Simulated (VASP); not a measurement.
# NbInS4 (P-6m2) in VASP: relaxation of cell and atoms with PBE

Aim: the relaxation of cell and atoms of NbInS4 with PBE.

Everything below comes from runs of VASP 6.6.1. Logs are shortened: lines on timing, memory, paths and dates and some standing lists are left out, and cuts for length are marked.

## Step 1: The cell of the first run

Symmetry: P-6m2, No. 187, hexagonal system. Conventional cell: a = 5.043 Å, b = 5.043 Å, c = 7.098 Å, α = 90.00°, β = 90.00°, γ = 120.00°. Within 3.8 Å of Nb (site symmetry -6m2) lie 3 S at 2.91 Å and 3 In at 2.91 Å. In (site symmetry -6m2) has 3 Nb at 2.91 Å and 9 S at 2.91 to 3.75 Å within 3.8 Å. S (site symmetry -6m2) has 3 Nb at 2.91 Å and 3 In at 2.91 Å and 6 S at 3.93 Å within 4.0 Å. S (site symmetry mm2) has 2 S at 2.12 Å within 2.8 Å.

The cell was generated, and may not be a known phase.

## Step 2: Relaxation of cell and atoms, PBE, collinear spin

INCAR reads:

```
SYSTEM = NbInS4
ALGO = Normal
EDIFF = 1E-6
EDIFFG = -0.04
ENCUT = 600
GGA = PE
IBRION = 2
ISIF = 3
ISMEAR = 0
ISPIN = 2
LASPH = .True.
LCHARG = .False.
LMAXMIX = 4
LORBIT = 11
LREAL = .False.
LWAVE = .False.
MAGMOM = 2.55 0.18 0 0 0 0
NELM = 150
NSW = 90
PREC = Accurate
SIGMA = 0.1
```

KPOINTS reads:

```
k-points
0
Gamma
  6 6 4
  0 0 0
```

POSCAR reads:

```
NbInS4
1.0
    5.0434064050      0.0000000000      0.0000000000
   -2.5217032025      4.3677180683      0.0000000000
    0.0000000000      0.0000000000      7.0980701140
Nb In S
1 1 4
Direct
    0.6666666667      0.3333333333      0.0000000000
    0.0000000000      0.0000000000      0.0000000000
    0.3333333333      0.6666666667      0.0000000000
    0.7200286606      0.8600143303      0.5000000000
    0.1399856697      0.8600143303      0.5000000000
    0.1399856697      0.2799713394      0.5000000000
```

Potentials or basis: VASP PAW PBE potentials, release 64 (Nb_sv, In_d, S).

Run with:

```sh
$ cat potpaw_PBE.64/Nb_sv/POTCAR potpaw_PBE.64/In_d/POTCAR potpaw_PBE.64/S/POTCAR > POTCAR
$ mpirun -np 1 vasp_std > vasp.out
```

OUTCAR:

```text
SYSTEM = NbInS4
   EDIFF = 1E-6
   EDIFFG = -0.04
   ENCUT = 600
   GGA = PE
   IBRION = 2
   ISIF = 3
   ISMEAR = 0
   ISPIN = 2
   LASPH = .True.
   LORBIT = 11
   LREAL = .False.
   NELM = 150
   NSW = 90
   PREC = Accurate

 ion  position               nearest neighbor table
   1  0.667  0.333  0.000-   3 2.91   3 2.91   2 2.91   2 2.91   2 2.91   3 2.91
   2  0.000  0.000  0.000-   1 2.91   3 2.91   3 2.91   1 2.91   1 2.91   3 2.91
   3  0.333  0.667  0.000-   1 2.91   1 2.91   2 2.91   2 2.91   2 2.91   1 2.91
   4  0.720  0.860  0.500-   6 2.12   5 2.12
   5  0.140  0.860  0.500-   6 2.12   4 2.12
   6  0.140  0.280  0.500-   4 2.12   5 2.12

  LATTYP: Found a hexagonal cell.
 ALAT       =     5.0434064050
 C/A-ratio  =     1.4073960225

  Lattice vectors:

 A1 = (   5.0434064050,   0.0000000000,   0.0000000000)
 A2 = (  -2.5217032025,   4.3677180683,   0.0000000000)
 A3 = (   0.0000000000,   0.0000000000,   7.0980701140)

Analysis of symmetry for initial positions (statically):
=====================================================================
 Subroutine PRICEL returns:
 Original cell was already a primitive cell.

 Routine SETGRP: Setting up the symmetry group for a
 hexagonal supercell.

 Subroutine GETGRP returns: Found 12 space group operations
 (whereof 12 operations were pure point group operations)
 out of a pool of 24 trial point group operations.

The static configuration has the point symmetry D_3h.

Analysis of symmetry for dynamics (positions and initial velocities):
=====================================================================
 Subroutine PRICEL returns:
 Original cell was already a primitive cell.

 Routine SETGRP: Setting up the symmetry group for a
 hexagonal supercell.

 Subroutine GETGRP returns: Found 12 space group operations
 (whereof 12 operations were pure point group operations)
 out of a pool of 24 trial point group operations.

The dynamic configuration has the point symmetry D_3h.

Analysis of structural, dynamic, and magnetic symmetry:
=====================================================================
 Subroutine PRICEL returns:
 Original cell was already a primitive cell.

 Routine SETGRP: Setting up the symmetry group for a
 hexagonal supercell.

 Subroutine GETGRP returns: Found 12 space group operations
 (whereof 12 operations were pure point group operations)
 out of a pool of 24 trial point group operations.

The overall configuration has the point symmetry D_3h.

 Subroutine INISYM returns: Found 12 space group operations
 (whereof 12 operations are pure point group operations),
 and found     1 'primitive' translations

----------------------------------------------------------------------------------------

                                     Primitive cell

  volume of cell :     156.3575

  direct lattice vectors                    reciprocal lattice vectors
     5.043406405  0.000000000  0.000000000     0.198278687  0.114476253  0.000000000
    -2.521703202  4.367718068  0.000000000     0.000000000  0.228952507  0.000000000
     0.000000000  0.000000000  7.098070114     0.000000000  0.000000000  0.140883365

  length of vectors
     5.043406405  5.043406405  7.098070114     0.228952507  0.228952507  0.140883365

  position of ions in fractional coordinates (direct lattice)
     0.666666667  0.333333333  0.000000000
     0.000000000  0.000000000  0.000000000
     0.333333333  0.666666667  0.000000000
     0.720028661  0.860014330  0.500000000
     0.139985670  0.860014330  0.500000000
     0.139985670  0.279971339  0.500000000

  ion indices of the primitive-cell ions
   primitive index   ion index
                 1           1
                 2           2
                 3           3
                 4           4
                 5           5
                 6           6

----------------------------------------------------------------------------------------

 KPOINTS: k-points

Automatic generation of k-mesh.
 Grid dimensions read from file:
 generate k-points for:    6    6    4

 Generating k-lattice:

  Cartesian coordinates                     Fractional coordinates (reciprocal lattice)
     0.033046448  0.019079376  0.000000000     0.166666667 -0.000000000  0.000000000
     0.000000000  0.038158751  0.000000000     0.000000000  0.166666667  0.000000000
     0.000000000  0.000000000  0.035220841     0.000000000  0.000000000  0.250000000

  Length of vectors
     0.038158751  0.038158751  0.035220841

  Shift w.r.t. Gamma in fractional coordinates (k-lattice)
     0.000000000  0.000000000  0.000000000

 Subroutine IBZKPT returns following result:
 ===========================================

 Found     21 irreducible k-points:

 Following reciprocal coordinates:
            Coordinates               Weight
  0.000000  0.000000  0.000000      1.000000
  0.166667  0.000000  0.000000      6.000000
  0.333333 -0.000000  0.000000      6.000000
  0.500000  0.000000  0.000000      3.000000
  0.166667  0.166667  0.000000      6.000000
  0.333333  0.166667  0.000000     12.000000
[... 13 lines left out ...]
  0.333333  0.166667  0.500000     12.000000
  0.333333  0.333333  0.500000      2.000000
   k-points           NKPTS =     21   k-points in BZ     NKDIM =     21   number of bands    NBANDS=     31
   number of dos      NEDOS =    301   number of ions     NIONS =      6
   total plane-waves  NPLWV =  96000
   dimension x,y,z NGX =    40 NGY =   40 NGZ =   60
   dimension x,y,z NGXF=    80 NGYF=   80 NGZF=  120
   ions per type =               1   1   4
   NGX,Y,Z   is equivalent  to a cutoff of  13.19, 13.19, 14.05 a.u.
   NGXF,Y,Z  is equivalent  to a cutoff of  26.37, 26.37, 28.11 a.u.
 SYSTEM =  NbInS4
   PREC   = accura    normal or accurate (medium, high low for compatibility)
   ISTART =      0    job   : 0-new  1-cont  2-samecut
   ICHARG =      2    charge: 1-file 2-atom 10-const
   ISPIN  =      2    spin polarized calculation?
   LNONCOLLINEAR =      F non collinear calculations
   LSORBIT =      F    spin-orbit coupling
   LASPH  =      T    aspherical Exc in radial PAW
   ENCUT  =  600.0 eV  44.10 Ry    6.64 a.u.  10.07 10.07 14.18*2*pi/ulx,y,z
   NELM   =    150;   NELMIN=  2; NELMDL= -5     # of ELM steps
   EDIFF  = 0.1E-05   stopping-criterion for ELM
   LREAL  =      F    real-space projection
   EDIFFG = -.4E-01   stopping-criterion for IOM
   NSW    =     90    number of steps for IOM
   IBRION =      2    ionic relax: 0-MD 1-quasi-New 2-CG
   NFREE  =      1    steps in history (QN), initial steepest desc. (CG)
   ISIF   =      3    stress and relaxation
   ISYM   =      2    0-nonsym 1-usesym 2-fastsym
   POTIM  = 0.5000    time-step for ionic-motion
   TEBEG  =    0.0;   TEEND  =   0.0 temperature during run
   PSTRESS=    0.0 pullay stress
   NELECT =      50.0000    total number of electrons
   NUPDOWN=      -1.0000    fix difference up-down
   EMIN   =  10.00;   EMAX   =-10.00  energy-range for DOS
   EFERMI =   0.00;   METHOD = LEGACY
   ISMEAR =     0;   SIGMA  =   0.10  broadening in eV -4-tet -1-fermi 0-gaus
   EFERMI_NEDOS =   21; number of points for ismear=-14 and -15
   IALGO  =     38    algorithm
   IMIX   =      4    mixing-type and parameters
     AMIX     =   0.40;   BMIX     =  1.00
     AMIX_MAG =   1.60;   BMIX_MAG =  1.00
  volume/ion in A,a.u.               =      26.06       175.86
  Fermi-wavevector in a.u.,A,eV,Ry     =   1.119503  2.115554 17.052001  1.253287
  Thomas-Fermi vector in A             =   2.256142
   LORBIT       =     11    0 simple, 1 ext, 2 COOP (PROOUT), +10 PAW based schemes
   GGA     = PE    functional components
   LHFCALC =     F    Hartree Fock is set to
   AEXX    =    0.0000 exact exchange contribution
   IVDW    =     0    specifies the selected vdW correction
   LEPSILON=     F    determine dielectric tensor
   LRPA    =     F    only Hartree local field effects (RPA)
 conjugate gradient relaxation of ions
 spin polarized calculation
 Gauss-broadening in eV      SIGMA  =   0.10
  energy-cutoff  :      600.00
  volume of cell :      156.36
 maximum number of plane-waves:      5238
   NGX = 21   NGY = 21   NGZ = 29

--------------------------------------- Ionic step        1  -------------------------------------------

 number of electron      49.9999995 magnetization       3.2433559

 Free energy of the ion-electron system (eV)
  ---------------------------------------------------
  ext. energy  EPLUGINS =         0.00000000
  ---------------------------------------------------
  free energy    TOTEN  =       -24.77150217 eV

  energy without entropy =      -24.74726744  energy(sigma->0) =      -24.75938481

------------------------ aborting loop because EDIFF is reached ----------------------------------------

  FORCE on cell =-STRESS in cart. coord.  units (eV):
  Direction    XX          YY          ZZ          XY          YZ          ZX
  --------------------------------------------------------------------------------------
  -------------------------------------------------------------------------------------
  Total       -0.5562613     -0.5562613     -0.4993182      0.0000000     -0.0000000      0.0000000
  in kB       -5.6999438     -5.6999438     -5.1164543      0.0000000     -0.0000000      0.0000000
  external PRESSURE =      -5.5054473 kB  Pullay stress =       0.0000000 kB
[... 2984 lines left out ...]
     30       8.8175      0.00000
     31      10.8659      0.00000

[... ionic steps 4 to 20 ...]

--------------------------------------- Ionic step       21  -------------------------------------------

 number of electron      50.0000003 magnetization       2.9987736

------------------------ aborting loop because EDIFF is reached ----------------------------------------
[... 75 lines left out ...]
--------------------------------------- Ionic step       23  -------------------------------------------

 number of electron      50.0000004 magnetization       2.9986502

 Free energy of the ion-electron system (eV)
  ---------------------------------------------------
  ext. energy  EPLUGINS =         0.00000000
  ---------------------------------------------------
  free energy    TOTEN  =       -24.98494684 eV

  energy without entropy =      -24.96715595  energy(sigma->0) =      -24.97605139

 E-fermi :   5.5527     XC(G=0):  -9.7095

 val. band max:        5.5463757937   @ k =   0.3333  -0.0000   0.2500
 cond. band min:       5.5902913750   @ k =   0.5000   0.0000   0.2500
 fundamental gap:      0.0439155813
 Fermi energy:         5.5526590876
[... 1464 lines left out ...]
  FREE ENERGIE OF THE ION-ELECTRON SYSTEM (eV)
  ---------------------------------------------------
  free  energy   TOTEN  =       -24.9849468374 eV

  energy  without entropy=      -24.9671559454  energy(sigma->0) =      -24.97605139

 reached required accuracy - stopping structural energy minimisation

 total charge

# of ion       s       p       d       tot
------------------------------------------
    1        2.125   5.932   2.551  10.608
    2        1.044   0.506   9.877  11.427
    3        1.363   2.256   0.000   3.619
    4        1.410   2.137   0.000   3.546
    5        1.410   2.137   0.000   3.546
    6        1.410   2.137   0.000   3.546
--------------------------------------------------
tot          8.760  15.103  12.429  36.292

 magnetization (x)

# of ion       s       p       d       tot
------------------------------------------
    1        0.054   0.027   1.971   2.051
    2       -0.032   0.178   0.026   0.172
    3        0.010  -0.102   0.000  -0.092
    4        0.001  -0.026   0.000  -0.026
    5        0.001  -0.026   0.000  -0.026
    6        0.001  -0.026   0.000  -0.026
--------------------------------------------------
tot          0.034   0.023   1.997   2.054
```

It took 65 min on 1 thread of Oxide Virtual Turin-like, shared host; peak memory 0.48 GiB.

What came out:

| Quantity | Value |
| --- | --- |
| Free energy | -24.9849 eV |
| Relaxed volume | 22.65 Å³/atom |
| Relaxed cell | a = 4.893 Å, b = 4.893 Å, c = 6.553 Å, α = 90.00°, β = 90.00°, γ = 120.00° |
| Space group after relaxing (to 0.1 Å) | P-6m2 (No. 187) |
| Energy gained by relaxing | 35.6 meV/atom |
| Ionic steps | 23 |
| Pressure after relaxing | -0.1 GPa |
| Largest force after relaxing | 0.006 eV/Å |
| Net moment | 3.00 μB per cell |
| Site moments | Nb +2.05; In +0.17; S -0.09, -0.03 (each value once) μB |
| Valence electrons inside the program's atomic spheres | Nb 10.61; In 11.43; S 3.62, 3.55 (each value once) |

Forces on the atoms (eV/Å):
```
Nb   0.000  0.000  0.000
In   0.000  0.000  0.000
S    0.000  0.000  0.000
S   -0.006 -0.003  0.000
S    0.006 -0.003  0.000
S    0.000  0.006  0.000
```

Step by step:
```tsv
step	energy change (eV)	largest force (eV/Å)	pressure (GPa)	volume (Å³)
1	0.0000	0.3839	-0.55	156.36
2	-0.0237	0.2012	-0.68	154.34
3	-0.0545	0.0301	-0.72	149.83
4	-0.1105	0.3033	0.47	141.07
5	0.3043	0.7149	9.47	124.58
6	-0.1096	0.3279	0.89	139.85
7	-0.1122	0.2998	1.56	137.51
8	-0.1231	0.2598	1.50	137.09
9	-0.1487	0.1682	1.43	135.83
10	-0.1737	0.0156	1.90	133.32
11	-0.1941	0.0476	1.05	134.58
12	-0.2050	0.0901	-0.25	136.65
13	-0.2051	0.0868	-0.15	136.46
14	-0.2051	0.0856	-0.11	136.40
15	-0.2058	0.0838	-0.10	136.28
16	-0.2076	0.0790	-0.05	135.92
17	-0.2100	0.0666	0.05	135.21
18	-0.2094	0.0305	0.31	133.78
19	-0.2107	0.0524	0.19	134.56
20	-0.2117	0.0488	0.07	134.94
21	-0.2124	0.0396	-0.22	135.75
22	-0.2129	0.0284	-0.19	135.80
23	-0.2134	0.0064	-0.08	135.88
```

Final structure:
```
Nb In S
1.0
     4.89307    0.00000    0.00000
    -2.44653    4.23752    0.00000
     0.00000    0.00000    6.55329
Nb In S
1 1 4
Direct
  0.66667 0.33333 0.00000
  0.00000 0.00000 0.00000
  0.33333 0.66667 0.00000
  0.64745 0.82372 0.50000
  0.17628 0.82372 0.50000
  0.17628 0.35255 0.50000
```

Levels at points of the mesh, in eV from the Fermi level:
Spin up:
| k point | band 22 | band 23 | band 24 | band 25 | band 26 | band 27 | band 28 | band 29 | band 30 | band 31 |
| --- | --- | --- | --- | --- | --- | --- | --- | --- | --- | --- |
| (0.00, 0.00, 0.00) | -0.58 | -0.58 | -0.50 | -0.44 | -0.44 | 0.70 | 0.70 | 2.51 | 3.57 | 3.74 |
| (0.50, 0.00, 0.00) | -1.30 | -1.25 | -1.15 | -0.91 | -0.69 | 0.10 | 0.14 | 0.36 | 1.25 | 2.43 |
| (0.00, 0.00, 0.50) | -0.41 | -0.41 | -0.30 | -0.30 | 0.06 | 0.63 | 0.63 | 2.27 | 3.70 | 3.70 |
| (0.50, 0.00, 0.50) | -2.04 | -1.24 | -0.93 | -0.74 | -0.32 | -0.25 | -0.21 | -0.01 | 1.27 | 2.62 |
Spin down:
| k point | band 20 | band 21 | band 22 | band 23 | band 24 | band 25 | band 26 | band 27 |
| --- | --- | --- | --- | --- | --- | --- | --- | --- |
| (0.00, 0.00, 0.00) | -3.78 | -1.41 | -0.58 | -0.58 | 1.25 | 1.41 | 1.41 | 1.66 |
| (0.50, 0.00, 0.00) | -2.12 | -1.84 | -1.15 | -0.93 | -0.80 | -0.76 | 0.40 | 1.67 |
| (0.00, 0.00, 0.50) | -3.18 | -2.75 | -0.38 | -0.38 | 1.56 | 1.56 | 1.59 | 1.59 |
| (0.50, 0.00, 0.50) | -2.23 | -2.12 | -1.60 | -0.80 | -0.73 | -0.61 | 0.50 | 0.84 |

Caveat: spin-orbit coupling is left out, which moves the levels of the heavy elements.
